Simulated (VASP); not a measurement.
# MgO in VASP: notebook

Aim: see how the results for MgO move with the level of theory and the settings. Levels: PBE, r2SCAN. Tasks: single point.

Program: VASP 6.6.1. These are calculated values, not measurements. Logs are shortened: lines on timing, memory, paths and dates and some standing lists are left out, and cuts for length are marked.

## Step 1: The cell of the first run

It takes space group F-43m (No. 216, cubic). Conventional cell: a = 4.717 Å, b = 4.717 Å, c = 4.717 Å, α = 90.00°, β = 90.00°, γ = 90.00°. Within 2.7 Å of Mg (site symmetry -43m) lie 4 O at 2.04 Å. Within 2.7 Å of O (site symmetry -43m) lie 4 Mg at 2.04 Å.

## Step 2: Single point, PBE (strain +3.4%)

The input, INCAR:

```
SYSTEM = MgO
PREC     = Accurate       ! precision mode
ENCUT    = 520            ! plane-wave cutoff, eV
EDIFF    = 1E-7           ! SCF threshold, eV
ISMEAR   = -1             ! smearing method
SIGMA    = 0.02           ! smearing width, eV
LREAL    = .FALSE.        ! projectors in reciprocal space
LASPH    = .TRUE.         ! aspherical terms in the spheres
NELM     = 80             ! most SCF steps
ALGO     = Normal         ! electronic algorithm
ISIF     = 2              ! what is computed and relaxed
LWAVE    = .FALSE.        ! write WAVECAR
LCHARG   = .TRUE.         ! write CHGCAR
GGA      = PE             ! functional
LELF     = .TRUE.         ! ELF
LVHAR    = .TRUE.       
NBANDS   = 11             ! bands
```

The input, KPOINTS:

```
regular mesh
0
G
  10 10 10
  0 0 0
```

The input, POSCAR:

```
MgO
1.0
    0.0000000000      2.3584528521      2.3584528521
    2.3584528521      0.0000000000      2.3584528521
    2.3584528521      2.3584528521      0.0000000000
Mg O
1 1
Direct
    0.0000000000      0.0000000000      0.0000000000
    0.2500000000      0.2500000000      0.2500000000
```

Potentials or basis: VASP PAW PBE potentials, release 64 (Mg, O).

Launch:

```sh
$ cat potpaw_PBE.64/Mg/POTCAR potpaw_PBE.64/O/POTCAR > POTCAR
$ mpirun -np 1 vasp_std > vasp.out
```

OUTCAR:

```text
SYSTEM = MgO
   PREC = Accurate
   ENCUT = 520
   EDIFF = 1E-7
   ISMEAR = -1
   LREAL = .FALSE.
   LASPH = .TRUE.
   NELM = 80
   ISIF = 2
   GGA = PE

 ion  position               nearest neighbor table
   1  0.000  0.000  0.000-   2 2.04   2 2.04   2 2.04   2 2.04
   2  0.250  0.250  0.250-   1 2.04   1 2.04   1 2.04   1 2.04

  LATTYP: Found a face centered cubic cell.
 ALAT       =     4.7169057042

  Lattice vectors:

 A1 = (   0.0000000000,   2.3584528521,   2.3584528521)
 A2 = (   2.3584528521,   0.0000000000,   2.3584528521)
 A3 = (   2.3584528521,   2.3584528521,   0.0000000000)

Analysis of symmetry for initial positions (statically):
=====================================================================
 Subroutine PRICEL returns:
 Original cell was already a primitive cell.

 Routine SETGRP: Setting up the symmetry group for a
 face centered cubic supercell.

 Subroutine GETGRP returns: Found 24 space group operations
 (whereof 24 operations were pure point group operations)
 out of a pool of 48 trial point group operations.

The static configuration has the point symmetry T_d .

Analysis of symmetry for dynamics (positions and initial velocities):
=====================================================================
 Subroutine PRICEL returns:
 Original cell was already a primitive cell.

 Routine SETGRP: Setting up the symmetry group for a
 face centered cubic supercell.

 Subroutine GETGRP returns: Found 24 space group operations
 (whereof 24 operations were pure point group operations)
 out of a pool of 48 trial point group operations.

The dynamic configuration has the point symmetry T_d .

 Subroutine INISYM returns: Found 24 space group operations
 (whereof 24 operations are pure point group operations),
 and found     1 'primitive' translations

----------------------------------------------------------------------------------------

                                     Primitive cell

  volume of cell :      26.2368

  direct lattice vectors                    reciprocal lattice vectors
     0.000000000  2.358452852  2.358452852    -0.212003390  0.212003390  0.212003390
     2.358452852  0.000000000  2.358452852     0.212003390 -0.212003390  0.212003390
     2.358452852  2.358452852  0.000000000     0.212003390  0.212003390 -0.212003390

  length of vectors
     3.335356010  3.335356010  3.335356010     0.367200643  0.367200643  0.367200643

  position of ions in fractional coordinates (direct lattice)
     0.000000000  0.000000000  0.000000000
     0.250000000  0.250000000  0.250000000

  ion indices of the primitive-cell ions
   primitive index   ion index
                 1           1
                 2           2

----------------------------------------------------------------------------------------

 KPOINTS: regular mesh

Automatic generation of k-mesh.
 Grid dimensions read from file:
 generate k-points for:   10   10   10

 Generating k-lattice:

  Cartesian coordinates                     Fractional coordinates (reciprocal lattice)
    -0.021200339  0.021200339  0.021200339     0.100000000  0.000000000  0.000000000
     0.021200339 -0.021200339  0.021200339     0.000000000  0.100000000  0.000000000
     0.021200339  0.021200339 -0.021200339     0.000000000  0.000000000  0.100000000

  Length of vectors
     0.036720064  0.036720064  0.036720064

  Shift w.r.t. Gamma in fractional coordinates (k-lattice)
     0.000000000  0.000000000  0.000000000

 Subroutine IBZKPT returns following result:
 ===========================================

 Found     47 irreducible k-points:

 Following reciprocal coordinates:
            Coordinates               Weight
  0.000000  0.000000  0.000000      1.000000
  0.100000  0.000000  0.000000      8.000000
  0.200000  0.000000  0.000000      8.000000
  0.300000  0.000000  0.000000      8.000000
  0.400000  0.000000  0.000000      8.000000
  0.500000  0.000000  0.000000      4.000000
[... 16 lines left out ...]
  0.300000  0.300000  0.000000      6.000000
  0.400000  0.300000  0.000000     24.000000
 [... further k-points ...]
   k-points           NKPTS =     47   k-points in BZ     NKDIM =     47   number of bands    NBANDS=     11
   number of dos      NEDOS =    301   number of ions     NIONS =      2
   total plane-waves  NPLWV =  21952
   dimension x,y,z NGX =    28 NGY =   28 NGZ =   28
   dimension x,y,z NGXF=    56 NGYF=   56 NGZF=   56
   ions per type =               1   1
   NGX,Y,Z   is equivalent  to a cutoff of  13.96, 13.96, 13.96 a.u.
   NGXF,Y,Z  is equivalent  to a cutoff of  27.91, 27.91, 27.91 a.u.
 SYSTEM =  MgO
   PREC   = accura    normal or accurate (medium, high low for compatibility)
   ISTART =      0    job   : 0-new  1-cont  2-samecut
   ICHARG =      2    charge: 1-file 2-atom 10-const
   ISPIN  =      1    spin polarized calculation?
   LNONCOLLINEAR =      F non collinear calculations
   LSORBIT =      F    spin-orbit coupling
   LASPH  =      T    aspherical Exc in radial PAW
   ENCUT  =  520.0 eV  38.22 Ry    6.18 a.u.   6.20  6.20  6.20*2*pi/ulx,y,z
   NELM   =     80;   NELMIN=  2; NELMDL= -5     # of ELM steps
   EDIFF  = 0.1E-06   stopping-criterion for ELM
   LREAL  =      F    real-space projection
   EDIFFG = 0.1E-05   stopping-criterion for IOM
   NSW    =      0    number of steps for IOM
   IBRION =     -1    ionic relax: 0-MD 1-quasi-New 2-CG
   NFREE  =      0    steps in history (QN), initial steepest desc. (CG)
   ISIF   =      2    stress and relaxation
   ISYM   =      2    0-nonsym 1-usesym 2-fastsym
   POTIM  = 0.5000    time-step for ionic-motion
   TEBEG  =    0.0;   TEEND  =   0.0 temperature during run
   PSTRESS=    0.0 pullay stress
   NELECT =       8.0000    total number of electrons
   NUPDOWN=      -1.0000    fix difference up-down
   EMIN   =  10.00;   EMAX   =-10.00  energy-range for DOS
   EFERMI =   0.00;   METHOD = LEGACY
   ISMEAR =    -1;   SIGMA  =   0.02  broadening in eV -4-tet -1-fermi 0-gaus
   EFERMI_NEDOS =   21; number of points for ismear=-14 and -15
   IALGO  =     38    algorithm
   IMIX   =      4    mixing-type and parameters
     AMIX     =   0.40;   BMIX     =  1.00
     AMIX_MAG =   1.60;   BMIX_MAG =  1.00
  volume/ion in A,a.u.               =      13.12        88.53
  Fermi-wavevector in a.u.,A,eV,Ry     =   1.101880  2.082251 16.519371  1.214140
  Thomas-Fermi vector in A             =   2.238314
   LORBIT       =      0    0 simple, 1 ext, 2 COOP (PROOUT), +10 PAW based schemes
   GGA     = PE    functional components
[... 5 lines left out ...]
 non-spin polarized calculation
  energy-cutoff  :      520.00
  volume of cell :       26.24
 maximum number of plane-waves:       725
 NGX is ok and might be reduce to    28
   NGX = 13   NGY = 13   NGZ = 13

 number of electron       7.9999999 magnetization

 Free energy of the ion-electron system (eV)
  ---------------------------------------------------
  ext. energy  EPLUGINS =         0.00000000
  ---------------------------------------------------
  free energy    TOTEN  =       -11.66064219 eV

  energy without entropy =      -11.66064219  energy(sigma->0) =      -11.66064219

 E-fermi :   0.7806     XC(G=0):  -9.3048

 val. band max:        0.3049282848   @ k =   0.0000   0.0000   0.0000
 cond. band min:       3.4117764728   @ k =   0.0000   0.0000   0.0000
 fundamental gap:      3.1068481880
 Fermi energy:         0.7805579766

 k-point     1 :       0.0000    0.0000    0.0000
  band No.  band energies     occupation
      1     -15.3282      2.00000
      2       0.3049      2.00000
      3       0.3049      2.00000
      4       0.3049      2.00000
      5       3.4118      0.00000
      6      16.0530      0.00000
      7      16.0530      0.00000
      8      16.0530      0.00000
      9      19.6246      0.00000
     10      19.6246      0.00000
     11      19.6303      0.00000

 k-point     2 :       0.1000    0.0000    0.0000
  band No.  band energies     occupation
      1     -15.2796      2.00000
      2      -0.1488      2.00000
      3       0.2871      2.00000
      4       0.2871      2.00000
      5       3.9559      0.00000
      6      15.2066      0.00000
      7      16.0511      0.00000
      8      16.0511      0.00000
      9      18.3222      0.00000
     10      18.3222      0.00000
     11      19.1084      0.00000

 k-point     3 :       0.2000    0.0000    0.0000
  band No.  band energies     occupation
      1     -15.1500      2.00000
      2      -0.9961      2.00000
      3       0.2412      2.00000
      4       0.2412      2.00000
      5       5.0710      0.00000
      6      13.5187      0.00000
      7      15.6343      0.00000
      8      15.6343      0.00000
      9      18.1168      0.00000
     10      18.1168      0.00000
     11      18.5771      0.00000

 k-point     4 :       0.3000    0.0000    0.0000
  band No.  band energies     occupation
      1     -14.9840      2.00000
      2      -1.7715      2.00000
      3       0.1859      2.00000
      4       0.1859      2.00000
      5       6.2974      0.00000
      6      11.7963      0.00000
      7      14.9009      0.00000
      8      14.9009      0.00000
      9      18.4081      0.00000
     10      18.9404      0.00000
     11      18.9404      0.00000
[... 239 lines left out ...]
 k-point    22 :      -0.2000    0.2000    0.0000
  band No.  band energies     occupation
      1     -14.9293      2.00000
      2      -1.6389      2.00000
      3      -0.3374      2.00000
      4       0.2149      2.00000
      5       6.7199      0.00000
      6      12.0939      0.00000
      7      13.0026      0.00000
      8      15.1437      0.00000
      9      17.7620      0.00000
     10      19.6999      0.00000
     11      21.7549      0.00000

 k-point    23 :       0.3000    0.3000    0.0000
  band No.  band energies     occupation
      1     -14.8774      2.00000
      2      -1.5834      2.00000
      3      -0.1620      2.00000
      4      -0.1620      2.00000
      5       6.4052      0.00000
      6      11.8878      0.00000
      7      13.3904      0.00000
      8      15.6585      0.00000
      9      15.6585      0.00000
     10      21.8820      0.00000
     11      22.0707      0.00000

 k-point    24 :       0.4000    0.3000    0.0000
  band No.  band energies     occupation
      1     -14.7702      2.00000
      2      -1.7910      2.00000
      3      -0.3433      2.00000
      4      -0.2304      2.00000
      5       6.7401      0.00000
      6      11.4283      0.00000
      7      12.9746      0.00000
      8      15.5701      0.00000
      9      15.9195      0.00000
     10      21.8069      0.00000
     11      22.6611      0.00000

 [... further k-points ...]

------------------------ aborting loop because EDIFF is reached ----------------------------------------

  FORCE on cell =-STRESS in cart. coord.  units (eV):
  Direction    XX          YY          ZZ          XY          YZ          ZX
  --------------------------------------------------------------------------------------
  -------------------------------------------------------------------------------------
  Total       -1.1627504     -1.1627504     -1.1627504      0.0000000      0.0000000      0.0000000
  in kB      -71.0044367    -71.0044367    -71.0044367      0.0000000      0.0000000      0.0000000
  external PRESSURE =     -71.0044367 kB  Pullay stress =       0.0000000 kB

 VOLUME and BASIS-vectors are now :
 -----------------------------------------------------------------------------
  energy-cutoff  :      520.00
  volume of cell :       26.24
      direct lattice vectors                 reciprocal lattice vectors
     0.000000000  2.358452852  2.358452852    -0.212003390  0.212003390  0.212003390
     2.358452852  0.000000000  2.358452852     0.212003390 -0.212003390  0.212003390
     2.358452852  2.358452852  0.000000000     0.212003390  0.212003390 -0.212003390

 POSITION                                       TOTAL-FORCE (eV/Angst)
 -----------------------------------------------------------------------------------
      0.00000      0.00000      0.00000         0.000000      0.000000      0.000000
      1.17923      1.17923      1.17923        -0.000000     -0.000000     -0.000000
 -----------------------------------------------------------------------------------
    total drift:                               -0.000000     -0.000000     -0.000000

  FREE ENERGIE OF THE ION-ELECTRON SYSTEM (eV)
  ---------------------------------------------------
  free  energy   TOTEN  =       -11.6606421925 eV

  energy  without entropy=      -11.6606421925  energy(sigma->0) =      -11.66064219
```

Run time: 20 s. Hardware: 1 thread of Intel Xeon Platinum 8375C at 2.90GHz (Ice Lake), shared host; peak memory 0.16 GiB.

What came out:

```yaml
Free_energy: -11.6606 eV
Pressure: -7.1 GPa
Band_gap_on_the_k_mesh: 3.11 eV
```

Caveat: the cell differs from its parent crystal (strain +3.4%); the cell stands under tension.

## Step 3: Single point, r2SCAN (strain +3.4%)

POSCAR is that of step 2.

The input, INCAR.step1:

```
PREC = Accurate ; ENCUT = 520
ISMEAR = 0 ; SIGMA = 0.01
LREAL = False ; LASPH = True
NELM = 80 ; NBANDS = 11
GGA = PE ; ALGO = Normal
EDIFF = 1E-4 ; LWAVE = True
LCHARG = False
```

The input, INCAR.step2:

```
PREC = Accurate ; ENCUT = 520
EDIFF = 1E-6 ; ISMEAR = 0
SIGMA = 0.01 ; LREAL = False
LASPH = True ; NELM = 80
ALGO = Normal ; ISIF = 2
LWAVE = False ; LCHARG = False
METAGGA = R2SCAN ; LMIXTAU = True
NBANDS = 11 ; ISTART = 1
```

The input, KPOINTS:

```
Automatic mesh
0
Gamma
  10 10 10
```

Potentials or basis: VASP PAW PBE potentials, release 64 (Mg, O).

Launch:

```sh
$ cat potpaw_PBE.64/Mg/POTCAR potpaw_PBE.64/O/POTCAR > POTCAR
$ cp INCAR.step1 INCAR
$ mpirun -np 1 vasp_std > vasp.out
$ cp INCAR.step2 INCAR
$ mpirun -np 1 vasp_std > vasp.out
```

Run time: 73 s. Hardware: 1 thread of Intel Xeon Platinum 8375C at 2.90GHz (Ice Lake), shared host; peak memory 0.17 GiB.

It converged, with:

```
Free energy            : -15.7623 eV
Pressure               : -10.8 GPa
Band gap on the k mesh : 3.76 eV
```

Levels at points of the mesh, in eV from the valence-band top:
| k point | band 2 | band 3 | band 4 | band 5 | band 6 | band 7 |
| --- | --- | --- | --- | --- | --- | --- |
| (0.00, 0.00, 0.00) | 0.00 | 0.00 | 0.00 | 3.76 | 16.82 | 16.82 |
| (0.50, 0.00, 0.00) | -2.76 | -0.18 | -0.18 | 8.90 | 9.76 | 14.78 |
| (0.50, 0.50, 0.00) | -2.29 | -0.70 | -0.70 | 6.67 | 11.91 | 13.90 |

Caveat: the cell differs from its parent crystal (strain +3.4%); the cell stands under tension; the PAW data sets were made with another functional, which shifts forces and pressure a little.

## Step 4: Single point, PBE (epitaxial xy strain -1.1%)

The input, INCAR:

```
SYSTEM = MgO
PREC = Accurate ; ENCUT = 520
EDIFF = 1E-6 ; ISMEAR = -1
SIGMA = 0.02 ; LREAL = .False.
LASPH = .True. ; NELM = 80
ALGO = Normal ; ISIF = 2
LWAVE = .False. ; LCHARG = .True.
GGA = PE ; LELF = .True.
LVHAR = .True. ; NBANDS = 11
```

The input, KPOINTS:

```
regular mesh
0
Gamma
  10 10 10
  0 0 0
```

The input, POSCAR:

```
MgO
1.0
    0.0000000000      2.2562189984      2.3177227129
    2.2562189984      0.0000000000      2.3177227129
    2.2562189984      2.2562189984      0.0000000000
Mg O
1 1
Direct
    0.0000000000      0.0000000000      0.0000000000
    0.2500000000      0.2500000000      0.2500000000
```

Launch:

```sh
$ cat potpaw_PBE.64/Mg/POTCAR potpaw_PBE.64/O/POTCAR > POTCAR
$ mpirun -np 1 vasp_std > vasp.out
```

It took 23 s on 1 thread of Intel Xeon Platinum 8375C at 2.90GHz (Ice Lake), shared host; peak memory 0.16 GiB.

It converged, with:

| Property | Result |
| --- | --- |
| Free energy | -11.6875 eV |
| Pressure | 4.4 GPa |
| Band gap on the k mesh | 3.65 eV (least direct gap 3.66 eV) |

Stress tensor (GPa, compression positive):
```
4.76 0.00 0.00
0.00 4.76 0.00
0.00 0.00 3.59
```

Levels at points of the mesh, in eV from the valence-band top:
| k point | band 2 | band 3 | band 4 | band 5 | band 6 | band 7 |
| --- | --- | --- | --- | --- | --- | --- |
| (0.00, 0.00, 0.00) | -0.07 | -0.01 | -0.01 | 3.65 | 16.87 | 16.87 |
| (0.50, 0.00, 0.00) | -3.08 | -0.27 | -0.15 | 8.80 | 9.72 | 14.43 |
| (0.50, 0.50, 0.00) | -2.64 | -0.69 | -0.69 | 6.25 | 11.57 | 14.09 |
| (0.50, 0.00, 0.50) | -2.51 | -0.82 | -0.80 | 6.25 | 11.54 | 14.26 |

Caveat: the cell differs from its parent crystal (epitaxial xy strain -1.1%); the cell stands under pressure.

[end of part 1 of 2]
